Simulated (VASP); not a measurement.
# Si8HC8 (a cell with a defect) in VASP: further runs

Si8HC8 (a cell with a defect) is run at these levels: PBE; tasks: single point.

Everything below comes from runs of VASP 6.6.1. Logs are shortened: lines on timing, memory, paths and dates and some standing lists are left out, and cuts for length are marked.

## (1) The cell of the first run

The cell holds a defect, 17 atoms: a = 6.149 Å, b = 6.149 Å, c = 6.149 Å, α = 60.00°, β = 60.00°, γ = 60.00°.

## (2) Single point, PBE, collinear spin, zero start

INCAR reads:

```
PREC = Accurate
ENCUT = 520
EDIFF = 1E-6
ISMEAR = 0
SIGMA = 0.05
LREAL = Auto
LASPH = True
NELM = 150
ALGO = Normal
ISIF = 2
LWAVE = False
LCHARG = False
ISPIN = 2
MAGMOM = 0 0 0 0 0 0 0 0 0 0 0 0 0 0 0 0 0
LORBIT = 11
GGA = PE
NBANDS = 50
```

KPOINTS reads:

```
regular mesh
0
Gamma
  2 2 2
```

POSCAR reads:

```
Si8HC8
1.0
    0.0000000000      4.3480000000      4.3480000000
    4.3480000000      0.0000000000      4.3480000000
    4.3480000000      4.3480000000      0.0000000000
Si C H
8 8 1
Direct
    0.0047941582      0.0059468721     -0.0020459982
    0.0038377415      0.0055491030      0.4989856256
    0.0019199632      0.5053691352      0.0002203312
    0.0018392364      0.5075669273      0.4991731831
    0.4967341306      0.0043797148      0.0024082337
    0.5031898574      0.0075665823      0.4975226541
    0.5000170193      0.5100735971     -0.0017824287
    0.5001473091      0.5094623965      0.4988653404
    0.1247781739      0.1313662603      0.1257830037
    0.1278820147      0.1320377185      0.6238362466
    0.1261846826      0.6317631095      0.1245512879
    0.1261806578      0.6316824977      0.6252165363
    0.6283845446      0.1336191352      0.1183321067
    0.6276721481      0.1331070607      0.6258296918
    0.6266308648      0.6310402484      0.1246961822
    0.6270152944      0.6328621205      0.6233947792
    0.7556304048      0.1616414443      0.7983985741
```

Potentials or basis: VASP PAW PBE potentials, release 64 (Si, C, H).

On the command line:

```sh
$ cat potpaw_PBE.64/Si/POTCAR potpaw_PBE.64/C/POTCAR potpaw_PBE.64/H/POTCAR > POTCAR
$ mpirun -np 1 vasp_std > vasp.out
```

OUTCAR:

```text
PREC = Accurate
   ENCUT = 520
   EDIFF = 1E-6
   ISMEAR = 0
   LREAL = Auto
   LASPH = True
   NELM = 150
   ISIF = 2
   ISPIN = 2
   LORBIT = 11
   GGA = PE

 ion  position               nearest neighbor table
   1  0.005  0.006  0.998-   9 1.87  10 1.88  11 1.88  13 1.89  17 2.00   5 3.03   7 3.05   3 3.07
                             6 3.07   2 3.07   4 3.07   4 3.08   2 3.08   6 3.08   3 3.08   7 3.10
   2  0.004  0.006  0.499-   9 1.87  12 1.88  10 1.88  14 1.89   5 3.04   8 3.05   4 3.07   3 3.07
                             6 3.07   1 3.07   1 3.08   6 3.08   3 3.08   4 3.08   8 3.10   5 3.11
   3  0.002  0.505  0.000-   9 1.88  11 1.88  12 1.88  15 1.88   5 3.06   1 3.07   2 3.07   7 3.07
                             8 3.07   4 3.07   4 3.07   8 3.08   7 3.08   2 3.08   1 3.08   5 3.09
   4  0.002  0.508  0.499-  12 1.88  11 1.88  16 1.88  10 1.89   2 3.07   8 3.07   6 3.07   7 3.07
                             1 3.07   3 3.07   3 3.07   1 3.08   7 3.08   6 3.08   8 3.08   2 3.08
   5  0.497  0.004  0.002-  17 1.84   9 1.87  15 1.87  14 1.89  13 1.89   1 3.03   2 3.04   7 3.04
                             8 3.05   3 3.06   6 3.07   6 3.08   3 3.09   8 3.10   7 3.11   2 3.11
   6  0.503  0.008  0.498-  16 1.88  10 1.88  14 1.90  13 1.90   8 3.07   7 3.07   4 3.07   1 3.07
                             2 3.07   5 3.07   5 3.08   2 3.08   1 3.08   4 3.08   7 3.08   8 3.08
   7  0.500  0.510  0.998-  11 1.88  15 1.88  16 1.88  13 1.89   5 3.04   1 3.05   6 3.07   3 3.07
                             4 3.07   8 3.07   8 3.08   4 3.08   3 3.08   6 3.08   1 3.10   5 3.11
   8  0.500  0.509  0.499-  12 1.88  15 1.88  16 1.88  14 1.89   5 3.05   2 3.05   6 3.07   4 3.07
                             7 3.07   3 3.07   3 3.08   7 3.08   4 3.08   6 3.08   2 3.10   5 3.10
   9  0.125  0.131  0.126-   5 1.87   2 1.87   1 1.87   3 1.88
  10  0.128  0.132  0.624-   1 1.88   6 1.88   2 1.88   4 1.89
  11  0.126  0.632  0.125-   7 1.88   1 1.88   4 1.88   3 1.88
  12  0.126  0.632  0.625-   2 1.88   8 1.88   4 1.88   3 1.88
  13  0.628  0.134  0.118-   1 1.89   7 1.89   5 1.89   6 1.90
  14  0.628  0.133  0.626-   2 1.89   8 1.89   5 1.89   6 1.90
  15  0.627  0.631  0.125-   5 1.87   7 1.88   8 1.88   3 1.88
  16  0.627  0.633  0.623-   6 1.88   8 1.88   4 1.88   7 1.88
  17  0.756  0.162  0.798-   5 1.84   1 2.00

  LATTYP: Found a face centered cubic cell.
 ALAT       =     8.6960000000

  Lattice vectors:

 A1 = (   0.0000000000,   4.3480000000,   4.3480000000)
 A2 = (   4.3480000000,   0.0000000000,   4.3480000000)
 A3 = (   4.3480000000,   4.3480000000,   0.0000000000)

Analysis of symmetry for initial positions (statically):
=====================================================================
 Subroutine PRICEL returns:
 Original cell was already a primitive cell.

 Routine SETGRP: Setting up the symmetry group for a
 face centered cubic supercell.

 Subroutine GETGRP returns: Found  1 space group operations
 (whereof  1 operations were pure point group operations)
 out of a pool of 48 trial point group operations.

The static configuration has the point symmetry C_1 .

Analysis of symmetry for dynamics (positions and initial velocities):
=====================================================================
 Subroutine PRICEL returns:
 Original cell was already a primitive cell.

 Routine SETGRP: Setting up the symmetry group for a
 face centered cubic supercell.

 Subroutine GETGRP returns: Found  1 space group operations
 (whereof  1 operations were pure point group operations)
 out of a pool of 48 trial point group operations.

The dynamic configuration has the point symmetry C_1 .

Analysis of structural, dynamic, and magnetic symmetry:
=====================================================================
 Subroutine PRICEL returns:
 Original cell was already a primitive cell.

 Routine SETGRP: Setting up the symmetry group for a
 face centered cubic supercell.

 Subroutine GETGRP returns: Found  1 space group operations
 (whereof  1 operations were pure point group operations)
 out of a pool of 48 trial point group operations.

The overall configuration has the point symmetry C_1 .

 Subroutine INISYM returns: Found  1 space group operations
 (whereof  1 operations are pure point group operations),
 and found     1 'primitive' translations

----------------------------------------------------------------------------------------

                                     Primitive cell

  volume of cell :     164.3988

  direct lattice vectors                    reciprocal lattice vectors
     0.000000000  4.348000000  4.348000000    -0.114995400  0.114995400  0.114995400
     4.348000000  0.000000000  4.348000000     0.114995400 -0.114995400  0.114995400
     4.348000000  4.348000000  0.000000000     0.114995400  0.114995400 -0.114995400

  length of vectors
     6.149000569  6.149000569  6.149000569     0.199177876  0.199177876  0.199177876

  position of ions in fractional coordinates (direct lattice)
     0.004794158  0.005946872  0.997954002
     0.003837741  0.005549103  0.498985626
     0.001919963  0.505369135  0.000220331
     0.001839236  0.507566927  0.499173183
[... 61 lines left out ...]
            Coordinates               Weight
  0.000000  0.000000  0.000000      1.000000
  0.500000  0.000000  0.000000      1.000000
  0.000000  0.500000  0.000000      1.000000
  0.000000  0.000000  0.500000      1.000000
  0.500000  0.500000  0.500000      1.000000
  0.500000  0.500000  0.000000      1.000000
  0.000000  0.500000  0.500000      1.000000
  0.500000  0.000000  0.500000      1.000000
   k-points           NKPTS =      8   k-points in BZ     NKDIM =      8   number of bands    NBANDS=     50
   number of dos      NEDOS =    301   number of ions     NIONS =     17
   total plane-waves  NPLWV = 110592
   dimension x,y,z NGX =    48 NGY =   48 NGZ =   48
   dimension x,y,z NGXF=    96 NGYF=   96 NGZF=   96
   ions per type =               8   8   1
   NGX,Y,Z   is equivalent  to a cutoff of  12.98, 12.98, 12.98 a.u.
   NGXF,Y,Z  is equivalent  to a cutoff of  25.95, 25.95, 25.95 a.u.
 SYSTEM =  unknown system
   PREC   = accura    normal or accurate (medium, high low for compatibility)
   ISTART =      0    job   : 0-new  1-cont  2-samecut
   ICHARG =      2    charge: 1-file 2-atom 10-const
   ISPIN  =      2    spin polarized calculation?
   LNONCOLLINEAR =      F non collinear calculations
   LSORBIT =      F    spin-orbit coupling
   LASPH  =      T    aspherical Exc in radial PAW
   ENCUT  =  520.0 eV  38.22 Ry    6.18 a.u.  11.43 11.43 11.43*2*pi/ulx,y,z
   NELM   =    150;   NELMIN=  2; NELMDL= -5     # of ELM steps
   EDIFF  = 0.1E-05   stopping-criterion for ELM
   LREAL  =      T    real-space projection
   EDIFFG = 0.1E-04   stopping-criterion for IOM
   NSW    =      0    number of steps for IOM
   IBRION =     -1    ionic relax: 0-MD 1-quasi-New 2-CG
   NFREE  =      0    steps in history (QN), initial steepest desc. (CG)
   ISIF   =      2    stress and relaxation
   ISYM   =      2    0-nonsym 1-usesym 2-fastsym
   POTIM  = 0.5000    time-step for ionic-motion
   TEBEG  =    0.0;   TEEND  =   0.0 temperature during run
   PSTRESS=    0.0 pullay stress
   NELECT =      65.0000    total number of electrons
   NUPDOWN=      -1.0000    fix difference up-down
   EMIN   =  10.00;   EMAX   =-10.00  energy-range for DOS
   EFERMI =   0.00;   METHOD = LEGACY
   ISMEAR =     0;   SIGMA  =   0.05  broadening in eV -4-tet -1-fermi 0-gaus
   EFERMI_NEDOS =   21; number of points for ismear=-14 and -15
   IALGO  =     38    algorithm
   IMIX   =      4    mixing-type and parameters
     AMIX     =   0.40;   BMIX     =  1.00
     AMIX_MAG =   1.60;   BMIX_MAG =  1.00
  volume/ion in A,a.u.               =       9.67        65.26
  Fermi-wavevector in a.u.,A,eV,Ry     =   1.201563  2.270624 19.643449  1.443753
  Thomas-Fermi vector in A             =   2.337368
   LORBIT       =     11    0 simple, 1 ext, 2 COOP (PROOUT), +10 PAW based schemes
   GGA     = PE    functional components
   LHFCALC =     F    Hartree Fock is set to
   AEXX    =    0.0000 exact exchange contribution
   IVDW    =     0    specifies the selected vdW correction
   LEPSILON=     F    determine dielectric tensor
   LRPA    =     F    only Hartree local field effects (RPA)
 spin polarized calculation
 Gauss-broadening in eV      SIGMA  =   0.05
  energy-cutoff  :      520.00
  volume of cell :      164.40
 maximum number of plane-waves:      4477
 NGX is ok and might be reduce to    48
   NGX = 23   NGY = 23   NGZ = 23

 number of electron      65.0000001 magnetization      -0.0000000

 number of electron      65.0000001 magnetization       0.0000000

 Free energy of the ion-electron system (eV)
  ---------------------------------------------------
  ext. energy  EPLUGINS =         0.00000000
  ---------------------------------------------------
  free energy    TOTEN  =      -119.83175842 eV

  energy without entropy =     -119.83175842  energy(sigma->0) =     -119.83175842

 E-fermi :   9.8372     XC(G=0): -11.4759

 val. band max:        9.6069806957   @ k =   0.0000   0.0000   0.0000
 cond. band min:      10.0721076987   @ k =   0.0000   0.0000   0.0000
 fundamental gap:      0.4651270030
 Fermi energy:         9.8371846662

 spin component 1

 k-point     1 :       0.0000    0.0000    0.0000
  band No.  band energies     occupation
      1      -7.4426      1.00000
      2      -4.0531      1.00000
      3      -3.7118      1.00000
      4      -3.6557      1.00000
      5      -3.5716      1.00000
      6      -2.2736      1.00000
[... 365 lines left out ...]
     43      15.3905      0.00000
     44      16.9857      0.00000
 Fermi energy:         9.8371846662

 spin component 2

 k-point     1 :       0.0000    0.0000    0.0000
  band No.  band energies     occupation
      1      -7.4426      1.00000
      2      -4.0531      1.00000
      3      -3.7118      1.00000
      4      -3.6557      1.00000
      5      -3.5716      1.00000
      6      -2.2736      1.00000
[... 365 lines left out ...]
     43      15.3905      0.00000
     44      16.9857      0.00000
 [bands above 44 left out]

------------------------ aborting loop because EDIFF is reached ----------------------------------------

  FORCE on cell =-STRESS in cart. coord.  units (eV):
  Direction    XX          YY          ZZ          XY          YZ          ZX
  --------------------------------------------------------------------------------------
  -------------------------------------------------------------------------------------
  Total        6.4593872      6.6050155      7.3045846      0.3686555      1.1873667     -0.9381502
  in kB       62.9510960     64.3703429     71.1881170      3.5927974     11.5716911     -9.1429078
  external PRESSURE =      66.1698520 kB  Pullay stress =       0.0000000 kB

 VOLUME and BASIS-vectors are now :
 -----------------------------------------------------------------------------
  energy-cutoff  :      520.00
  volume of cell :      164.40
      direct lattice vectors                 reciprocal lattice vectors
     0.000000000  4.348000000  4.348000000    -0.114995400  0.114995400  0.114995400
     4.348000000  0.000000000  4.348000000     0.114995400 -0.114995400  0.114995400
     4.348000000  4.348000000  0.000000000     0.114995400  0.114995400 -0.114995400

 POSITION                                       TOTAL-FORCE (eV/Angst)
 -----------------------------------------------------------------------------------
      4.36496      4.35995      0.04670         0.096318      0.817663      0.147505
      2.19372      2.18628      0.04081        -0.687942     -0.076903      0.178887
      2.19830      0.00931      2.20569        -0.018656      0.001885      0.023134
      4.37731      2.17840      2.21490         0.131866     -0.150779      0.282913
      0.02951      2.17027      2.17884         0.108333     -0.165881     -0.964632
      2.19613      4.35110      2.22077        -0.156696      0.231315     -0.410777
[... 9 lines left out ...]
      5.46220      5.43678      5.47795         0.055902     -0.060301      0.068283
      4.17425      6.75692      3.98830        -0.326218      0.459472     -0.622460
 -----------------------------------------------------------------------------------
    total drift:                               -0.005544      0.016869      0.007376

  FREE ENERGIE OF THE ION-ELECTRON SYSTEM (eV)
  ---------------------------------------------------
  free  energy   TOTEN  =      -119.8317584225 eV

  energy  without entropy=     -119.8317584225  energy(sigma->0) =     -119.83175842

 total charge

# of ion       s       p       d       tot
------------------------------------------
    1        0.697   0.978   0.000   1.675
    2        0.696   0.978   0.000   1.674
    3        0.697   0.979   0.000   1.676
    4        0.697   0.980   0.000   1.677
    5        0.696   0.978   0.000   1.674
    6        0.715   0.940   0.000   1.655
[... 9 lines left out ...]
   16        0.831   1.726   0.000   2.556
   17        0.426   0.037   0.000   0.463
--------------------------------------------------
tot         12.732  21.575   0.000  34.307

 magnetization (x)

# of ion       s       p       d       tot
------------------------------------------
    1       -0.000  -0.000   0.000  -0.000
    2        0.000   0.000   0.000   0.000
    3       -0.000   0.000   0.000   0.000
    4        0.000  -0.000   0.000  -0.000
    5        0.000   0.000   0.000   0.000
    6       -0.000  -0.000   0.000  -0.000
[... 9 lines left out ...]
   16        0.000   0.000   0.000   0.000
   17        0.000   0.000   0.000   0.000
--------------------------------------------------
tot         -0.000   0.000   0.000   0.000
```

Wall time 2.6 min (1 thread of AMD EPYC 9R45 (Zen 5), shared host); peak memory 0.39 GiB.

What came out:

```yaml
Free_energy: -119.8318 eV
Pressure: 6.6 GPa
Largest_force: 0.985 eV/Å
Net_moment: 0.00 μB per cell
Valence_electrons_inside_the_program's_atomic_spheres: Si 1.68, 1.67, 1.66; C 2.57, 2.56, 2.54, 2.55; H 0.46
```

Forces in eV/Å, atoms in the order of the input:
```
Si   0.096  0.818  0.148
Si  -0.688 -0.077  0.179
Si  -0.019  0.002  0.023
Si   0.132 -0.151  0.283
Si   0.108 -0.166 -0.965
Si  -0.157  0.231 -0.411
Si   0.269 -0.162  0.162
Si   0.148 -0.255  0.142
C    0.016 -0.042  0.085
C    0.118 -0.248  0.030
C   -0.039 -0.077 -0.045
C    0.055  0.040 -0.054
C   -0.027 -0.348  0.461
C    0.280  0.006  0.417
C   -0.023  0.029  0.099
C    0.056 -0.060  0.068
H   -0.326  0.459 -0.622
```

Stress tensor (GPa, compression positive):
```
 6.30  0.36 -0.91
 0.36  6.44  1.16
-0.91  1.16  7.12
```

Caveat: the k points lie up to 0.63 Å⁻¹ apart.

## (3) Single point, PBE, collinear spin, zero start

INCAR reads:

```
SYSTEM = Si8HC8
PREC = Accurate
ENCUT = 520
EDIFF = 1E-7
ISMEAR = 0
SIGMA = 0.05
LREAL = Auto
LASPH = .TRUE.
NELM = 150
ALGO = Normal
ISIF = 2
LWAVE = .FALSE.
LCHARG = .TRUE.
ISPIN = 2
MAGMOM = 0 0 0 0 0 0 0 0 0 0 0 0 0 0 0 0 0
LORBIT = 11
GGA = PE
LELF = .TRUE.
LVHAR = .TRUE.
NBANDS = 50
```

KPOINTS reads:

```
Automatic mesh
0
G
  2 2 2
  0 0 0
```

POSCAR reads:

```
Si8HC8
1.0
    0.0000000000      4.3480000000      4.3480000000
    4.3480000000      0.0000000000      4.3480000000
    4.3480000000      4.3480000000      0.0000000000
Si C H
8 8 1
Direct
   -0.0036881325     -0.0084298528      0.0289871205
   -0.0060865915     -0.0011197102      0.4962395354
   -0.0031325897      0.5053119825      0.0026592686
   -0.0043575207      0.5263069227      0.4919996550
    0.4984651564      0.0029216881      0.0060704922
    0.4969745860      0.0063867295      0.5077767939
    0.4994198482      0.5059840156      0.0054568767
    0.4978194572      0.5071108556      0.5021048758
    0.1247402254      0.1316470791      0.1270240340
    0.1007167663      0.1366946872      0.6324706762
    0.1263747700      0.6266371895      0.1254610166
    0.1240175943      0.6293260120      0.6290364535
    0.6193183073      0.1297240110      0.1345344986
    0.6184744710      0.1319503220      0.6310059798
    0.6237991030      0.6302457452      0.1292367755
    0.6191278749      0.6342042318      0.6295340386
    0.8815872815      0.2126066007      0.7332613845
```

Potentials or basis: VASP PAW PBE potentials, release 64 (Si, C, H).

On the command line:

```sh
$ cat potpaw_PBE.64/Si/POTCAR potpaw_PBE.64/C/POTCAR potpaw_PBE.64/H/POTCAR > POTCAR
$ mpirun -np 1 vasp_std > vasp.out
```

Wall time 3.3 min (1 thread of AMD EPYC 9R45 (Zen 5), shared host); peak memory 0.4 GiB.

It converged, with:

| Item | Value |
| --- | --- |
| Free energy | -120.3835 eV |
| Pressure | 7.6 GPa |
| Largest force | 0.237 eV/Å |
| Net moment | 0.00 μB per cell |
| Valence electrons inside the program's atomic spheres | Si 1.68, 1.63; C 2.58, 2.59, 2.55, 2.56, 2.57; H 0.66 |

Forces on the atoms (eV/Å):
```
Si   0.062 -0.043  0.022
Si  -0.056 -0.028 -0.022
Si   0.008 -0.017 -0.019
Si   0.038  0.028 -0.070
Si   0.018  0.020 -0.017
Si   0.003 -0.133 -0.140
Si  -0.047  0.005  0.011
Si   0.014 -0.011  0.024
C   -0.014  0.000 -0.009
C    0.096  0.161  0.145
C   -0.010  0.007 -0.006
C   -0.015 -0.006 -0.009
C    0.000 -0.008  0.009
C    0.004  0.003 -0.002
C   -0.007 -0.005 -0.011
C    0.000  0.016 -0.015
H   -0.094  0.010  0.110
```

Stress tensor (GPa, compression positive):
```
 6.90  2.46  2.36
 2.46  8.24 -2.74
 2.36 -2.74  7.70
```

Levels at points of the mesh, in eV from the Fermi level:
Spin up:
| k point | band 30 | band 31 | band 32 | band 33 | band 34 | band 35 |
| --- | --- | --- | --- | --- | --- | --- |
| (0.00, 0.00, 0.00) | -2.65 | -2.53 | -2.49 | -1.51 | -1.02 | -1.01 |
| (0.50, 0.00, 0.00) | -3.16 | -3.04 | -3.04 | -0.23 | 1.25 | 1.28 |
| (0.00, 0.50, 0.00) | -3.16 | -3.07 | -3.06 | 0.58 | 0.78 | 1.24 |
| (0.00, 0.00, 0.50) | -3.17 | -3.08 | -3.07 | 0.66 | 0.84 | 1.25 |
| (0.50, 0.50, 0.50) | -3.13 | -3.06 | -3.05 | 0.44 | 0.72 | 1.22 |
| (0.50, 0.50, 0.00) | -3.79 | -3.68 | -3.57 | 1.11 | 1.59 | 2.09 |
| (0.00, 0.50, 0.50) | -3.77 | -3.68 | -3.54 | 1.09 | 1.59 | 2.07 |
| (0.50, 0.00, 0.50) | -3.80 | -3.68 | -3.59 | 1.04 | 1.57 | 2.14 |
Spin down:
| k point | band 29 | band 30 | band 31 | band 32 | band 33 | band 34 | band 35 | band 36 |
| --- | --- | --- | --- | --- | --- | --- | --- | --- |
| (0.00, 0.00, 0.00) | -3.44 | -2.65 | -2.53 | -2.49 | -1.51 | -1.02 | -1.01 | 0.37 |
| (0.50, 0.00, 0.00) | -3.25 | -3.16 | -3.04 | -3.04 | -0.23 | 1.25 | 1.28 | 1.30 |
| (0.00, 0.50, 0.00) | -3.43 | -3.16 | -3.07 | -3.06 | 0.58 | 0.78 | 1.24 | 1.29 |
| (0.00, 0.00, 0.50) | -3.39 | -3.17 | -3.08 | -3.07 | 0.66 | 0.84 | 1.25 | 1.31 |
| (0.50, 0.50, 0.50) | -3.50 | -3.13 | -3.06 | -3.05 | 0.44 | 0.72 | 1.22 | 1.29 |
| (0.50, 0.50, 0.00) | -3.84 | -3.79 | -3.68 | -3.57 | 1.11 | 1.59 | 2.09 | 2.59 |
| (0.00, 0.50, 0.50) | -3.85 | -3.77 | -3.68 | -3.54 | 1.09 | 1.59 | 2.07 | 2.62 |
| (0.50, 0.00, 0.50) | -3.84 | -3.80 | -3.68 | -3.59 | 1.04 | 1.57 | 2.14 | 2.53 |

Caveat: the k points lie up to 0.63 Å⁻¹ apart.

[end of part 1 of 2]
